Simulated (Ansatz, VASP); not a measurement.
## Sc2TaO2 in VASP and in Ansatz

```
Sc Ta O
1.0
     4.56633    0.00000    0.00000
    -2.28316    3.95455    0.00000
     0.00000    0.00000    3.96765
Sc Ta O
2 1 2
Direct
  0.33333 0.66667 0.26957
  0.66667 0.33333 0.26957
  0.00000 0.00000 0.76958
  0.33333 0.66667 0.76957
  0.66667 0.33333 0.76957
```

Alike in both runs: functional PBE; k mesh 6 × 6 × 4; occupations gaussian, width 0.1 eV; no spin polarisation.

Ansatz relaxed the structure, and its values are those at the end. VASP's run is a single point on that final structure, the one shown.

|  | VASP | Ansatz |
| --- | --- | --- |
| version | VASP 6.6.1 | Ansatz 0.2.0 |
| potentials or method | VASP PAW PBE potentials, release 64 (Sc_sv, Ta_sv_GW, O), cutoff 700 eV | scalar-relativistic, plane waves, PAW |
| valence electrons in the cell | 47 | 47 |

```tsv
	VASP	Ansatz	Ansatz less VASP
gap on the k mesh at the Fermi level (eV)	none	none	-
pressure (GPa)	0.2	-0.3	-0.51
```

A gap of «none» marks a metal or a gap that the smearing closes.

The k mesh is coarse, so the values compare programs but aren't converged. Neither program's run includes spin-orbit coupling.
